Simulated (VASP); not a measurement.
A run of VASP 6.6.1 is set up as follows.

Contents of INCAR:

```
PREC = Accurate
ENCUT = 700
EDIFF = 1E-6
ISMEAR = 0
SIGMA = 0.05
LREAL = False
LASPH = True
NELM = 200
ALGO = Normal
ISIF = 2
LWAVE = False
LCHARG = False
ISPIN = 2
MAGMOM = 0.55 -0.55 0 0
LORBIT = 11
LMAXMIX = 4
LDAU = True
LDAUTYPE = 2
LDAUL = 2 -1
LDAUU = 8 0
LDAUJ = 0 0
LDAUPRINT = 1
GGA = CA
NBANDS = 37
GGA_COMPAT = False
```

The input KPOINTS:

```
regular mesh
0
Gamma
  7 7 4
```

File POSCAR:

```
CuO
1.0
    2.3446497600     -1.7133998200      0.0000000000
    2.3446497600      1.7133998200      0.0000000000
   -0.8605499100      0.0000000000      5.0594394800
Cu O
2 2
Direct
    0.0032000000      0.4968000000      0.0000000000
    0.4968000000      0.0032000000      0.5000000000
    0.5714000000      0.4056000000      0.2537000000
    0.4056000000      0.5714000000      0.7537000000
```

Potentials or basis: VASP PAW LDA potentials, release 64 (Cu_sv_GW, O).

Launch:

```bash
$ cat potpaw_LDA.64/Cu_sv_GW/POTCAR potpaw_LDA.64/O/POTCAR > POTCAR
$ mpirun -np 1 vasp_std > vasp.out
```

(1) Estimate the net moment.

(2) What does it give for the pressure?

## Answers

(1) 0.00 μB per cell.

(2) -11.2 GPa.

Caveat: the cell stands under tension.
